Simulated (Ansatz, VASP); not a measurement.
Ir: VASP beside Ansatz

File INCAR:

```
SYSTEM = Ir
  ALGO = Normal
  EDIFF = 1E-8
  ENCUT = 520
  GGA = PE
  ISIF = 2
  ISMEAR = -1
  LASPH = .TRUE.
  LCHARG = .FALSE.
  LEFG = .TRUE.
  LREAL = .FALSE.
  LWAVE = .FALSE.
  NBANDS = 16
  NELM = 80
  PREC = Accurate
  SIGMA = 0.03
```

KPOINTS

```
k-points
0
G
  15 15 8
  0 0 0
```

Contents of POSCAR:

```
Ir
1.0
    2.8024711884      0.0000000000      0.0000000000
   -1.4012355942      2.4270112425      0.0000000000
    0.0000000000      0.0000000000      4.5389713024
Ir
2
Direct
    0.3333333333      0.6666666667      0.2500000000
    0.6666666667      0.3333333333      0.7500000000
```

Input for Ansatz:

```yaml
crystal:
  lattice:
    - [2.8024711884, 0.0, 0.0]
    - [-1.4012355942, 2.4270112425, 0.0]
    - [0.0, 0.0, 4.5389713024]
  atoms:
    - { symbol: Ir, position: [0.3333333333, 0.6666666667, 0.25] }
    - { symbol: Ir, position: [0.6666666667, 0.3333333333, 0.75] }
kpoints:
  mp_grid: { grid: [15, 15, 8] }
scf:
  occupations: { method: fermi_dirac, width: 0.03 }
hamiltonian:
  xc: pbe
  pseudopotentials: { kind: paw }
output:
  forces: true
  stress: true
  eigenvalues: true
  efg: { contact_densities: true }
  write_density: true
  write_potential: true
  elf: true
  volumetric_format: npy
```

Change from the starting cell: volume scaled by 1.06, PAW files.

Alike in both runs: task electric field gradients; functional PBE; k mesh 15 × 15 × 8; occupations fermi-dirac, width 0.03 eV; no spin polarisation.

|  | VASP | Ansatz |
| --- | --- | --- |
| version | VASP 6.6.1 | Ansatz 0.2.0 |
| potentials or method | VASP PAW PBE potentials, release 64 (Ir) | PAW with Ansatz's default frozen-core files, scalar-relativistic |
| plane-wave cutoff (eV) | 520 | 420 |
| valence electrons in the cell | 18 | 34 |

Ansatz gave:

```
pressure (GPa)                                                : -17.2
traceless stress, the component that is largest in VASP (GPa) : -0.18
size of Vzz on the site where it differs most (V/Å²)          : 10.7
```

**Question.** Which values does VASP return?

**Answer.** Pressure (GPa): -16.9; traceless stress, the component that is largest in VASP (GPa): -0.14; size of Vzz on the site where it differs most (V/Å²): 3.1.

VASP's potentials hold 18 valence electrons a cell and Ansatz's 34, so a difference there can come from the potentials and not from the codes.

Spin-orbit coupling is off throughout.
